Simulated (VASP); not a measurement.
A run of VASP 6.6.1 is set up as follows.

INCAR

```
SYSTEM = BaTiO3
  PREC = Accurate
  ENCUT = 600
  EDIFF = 1E-6
  ISMEAR = 0
  SIGMA = 0.02
  LREAL = .FALSE.
  LASPH = .TRUE.
  NELM = 80
  ALGO = Normal
  ISIF = 3
  LWAVE = .FALSE.
  LCHARG = .FALSE.
  GGA = PE
  IBRION = 2
  NSW = 70
  EDIFFG = -0.008
  PSTRESS = 600.0
```

KPOINTS

```
Automatic mesh
0
G
  8 8 8
  0 0 0
```

File POSCAR:

```
BaTiO3
1.0
    2.6448060687      1.5269794957      2.1594793497
   -2.6448060687      1.5269794957      2.1594793497
    0.0000000000     -3.0539589914      2.1594793497
Ba Ti O
1 1 3
Direct
   -0.0057798519     -0.0057798519     -0.0057798519
    0.4942198479      0.4942198479      0.4942198479
    0.4942204797      0.9942200447      0.4942204797
    0.4942204797      0.4942204797      0.9942200447
    0.9942200447      0.4942204797      0.4942204797
```

Potentials or basis: VASP PAW PBE potentials, release 64 (Ba_sv, Ti_sv, O).

Command:

```sh
$ cat potpaw_PBE.64/Ba_sv/POTCAR potpaw_PBE.64/Ti_sv/POTCAR potpaw_PBE.64/O/POTCAR > POTCAR
$ mpirun -np 1 vasp_std > vasp.out
```

Task: What does it give for the relaxed volume?

Result: 10.48 Å³/atom.

Task: Predict the relaxed cell.

Result: a = 3.742 Å, b = 3.742 Å, c = 3.742 Å, α = 90.00°, β = 90.00°, γ = 90.00°.

The path:
```csv
step,energy change (eV),largest force (eV/Å),pressure (GPa),volume (Å³)
1,0.0000,0.0000,60.46,52.33
2,-0.0849,0.0000,58.73,52.56
3,-0.0219,0.0000,60.00,52.39
```

Caveat: the cell is relaxed towards a set pressure, so the enthalpy falls and the energy may rise.
